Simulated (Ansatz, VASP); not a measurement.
# Na in VASP and in Ansatz

File INCAR:

```
PREC = Accurate
ENCUT = 600
EDIFF = 1E-7
ISMEAR = 0
SIGMA = 0.1
LREAL = F
LASPH = T
NELM = 100
ALGO = Fast
ISIF = 3
LWAVE = F
LCHARG = F
GGA = PE
IBRION = 2
NSW = 80
EDIFFG = -0.015
```

The input KPOINTS:

```
regular mesh
0
Gamma
  8 8 8
```

File POSCAR:

```
Na
1.0
    0.0000000000     -4.2897293206      4.0360866804
   -4.2897293206      0.0000000000     -4.0360866804
    4.2897293206      0.0000000000     -4.0360866804
Na
4
Direct
    0.5000000000      0.7500000000      0.2500000000
    0.0000000000      0.5000000000      0.5000000000
    0.5000000000      0.2500000000      0.7500000000
    0.0000000000      0.0000000000      0.0000000000
```

Input for Ansatz:

```yaml
crystal:
  lattice:
    - [0.0, -4.2897293206, 4.0360866804]
    - [-4.2897293206, 0.0, -4.0360866804]
    - [4.2897293206, 0.0, -4.0360866804]
  atoms:
    - { symbol: Na, position: [0.5, 0.75, 0.25] }
    - { symbol: Na, position: [0.0, 0.5, 0.5] }
    - { symbol: Na, position: [0.5, 0.25, 0.75] }
    - { symbol: Na, position: [0.0, 0.0, 0.0] }
basis:
  ecutwfc: 420
kpoints:
  mp_grid: { grid: [8, 8, 8] }
hamiltonian:
  xc: pbe
scf:
  occupations: { method: gaussian, width: 0.1 }
output:
  forces: true
  stress: true
  eigenvalues: true
  write_density: true
  write_potential: true
  elf: true
  volumetric_format: npy
relax:
  adjacent_minimum: "off"
  f_tol: 0.015
  max_steps: 60
  cell: { stress_tol: 0.15 }
```

Alike in both runs: task relaxation of cell and atoms; functional PBE; k mesh 8 × 8 × 8; occupations gaussian, width 0.1 eV; no spin polarisation.

|  | VASP | Ansatz |
| --- | --- | --- |
| version | VASP 6.6.1 | Ansatz 0.2.0 |
| potentials or method | VASP PAW PBE potentials, release 64 (Na_pv), cutoff 600 eV | scalar-relativistic, plane waves, PAW |
| valence electrons in the cell | 28 | 36 |

```tsv
	VASP	Ansatz	Ansatz less VASP
gap on the k mesh at the Fermi level, each at its own relaxed structure (eV)	none	none	-
relaxed volume (Å³/atom)	37.08	37.14	+0.060
relaxed cell length with the largest relative difference (Å)	5.888	5.890	+0.0023
```

A gap of «none» marks a metal or a gap that the smearing closes. VASP's potentials hold 28 valence electrons a cell and Ansatz's 36, so a difference there can come from the potentials and not from the codes.
